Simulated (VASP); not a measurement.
Set up this calculation in VASP 6.6.1, as the native input.

| Property | Result |
| --- | --- |
| Task | single point |
| Functional | PBE |
| Dispersion | D3(BJ) |
| Potentials or basis | VASP PAW PBE potentials, release 64 (Sb) |
| Cutoff | 520 eV |
| k mesh | 12 × 12 × 12 |
| Occupations | fermi-dirac, width 0.15 eV |
| Spin | no spin polarisation |
| Dipole correction | no |
| Further INCAR settings | ALGO = Normal; EDIFF = 1e-06; NBANDS = 12 |

The structure of Sb lies in POSCAR:

```
Sb
1.0
    2.1583747854      1.2461382634      3.6727505174
   -2.1583747854      1.2461382634      3.6727505174
    0.0000000000     -2.4922765267      3.6727505174
Sb
2
Direct
    0.2371686731      0.2371686731      0.2371686731
    0.7628313269      0.7628313269      0.7628313269
```

One way to write it, as run:

INCAR

```
SYSTEM = Sb
  ALGO = Normal
  EDIFF = 1E-6
  ENCUT = 520
  GGA = PE
  ISIF = 2
  ISMEAR = -1
  IVDW = 12
  LASPH = .TRUE.
  LCHARG = .FALSE.
  LREAL = .FALSE.
  LWAVE = .FALSE.
  NBANDS = 12
  NELM = 60
  PREC = Accurate
  SIGMA = 0.15
```

KPOINTS

```
k-points
0
G
  12 12 12
  0 0 0
```

Potentials or basis: VASP PAW PBE potentials, release 64 (Sb).

Run with:

```bash
$ cat potpaw_PBE.64/Sb/POTCAR > POTCAR
$ mpirun -np 1 vasp_std > vasp.out
```

It gave:

```yaml
Pressure: 0.1 GPa
Largest_force: 0.035 eV/Å
Band_gap_on_the_k_mesh: zero (band 5 reaches 7.58 eV, above the bottom of band 6 at 7.33 eV)
Dispersion_energy_per_atom: -0.482 eV
```

Caveat: spin-orbit coupling is left out, which moves the levels of the heavy elements; pairwise dispersion overbinds metals, which lowers pressure and volume.

It took 2.8 min on 1 thread of AMD EPYC 7R43 64-Core Processor (Zen 3), with other jobs on the host, peak memory 0.25 GiB.
